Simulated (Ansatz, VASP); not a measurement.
**One calculation of Ag, two programs**

```xyz
2
Lattice="2.9686 0.0000 0.0000 -1.4843 2.5708 0.0000 0.0000 0.0000 4.8530" Properties=species:S:1:pos:R:3 pbc="T T T"
Ag    1.4843    0.8569    3.6398
Ag    0.0000    1.7139    1.2133
```

Alike in both runs: task single point; functional PBE; k mesh 10 × 10 × 6; occupations fermi-dirac, width 0.05 eV; no spin polarisation.

|  | VASP | Ansatz |
| --- | --- | --- |
| version | VASP 6.6.1 | Ansatz 0.2.0 |
| potentials or method | VASP PAW PBE potentials, release 64 (Ag) | Ansatz PAW soft_1 |
| plane-wave cutoff (eV) | 500 | 420 |
| valence electrons in the cell | 22 | 38 |

|  | VASP | Ansatz | Ansatz less VASP |
| --- | --- | --- | --- |
| gap on the k mesh at the Fermi level (eV) | none | none | - |
| pressure (GPa) | -2.7 | -2.7 | +0.08 |
| traceless stress, the component that is largest in VASP (GPa) | -0.43 | -0.43 | 0.000 |

A gap of «none» marks a metal or a gap that the smearing closes. VASP's potentials hold 22 valence electrons a cell and Ansatz's 38, so a difference there can come from the potentials and not from the codes.
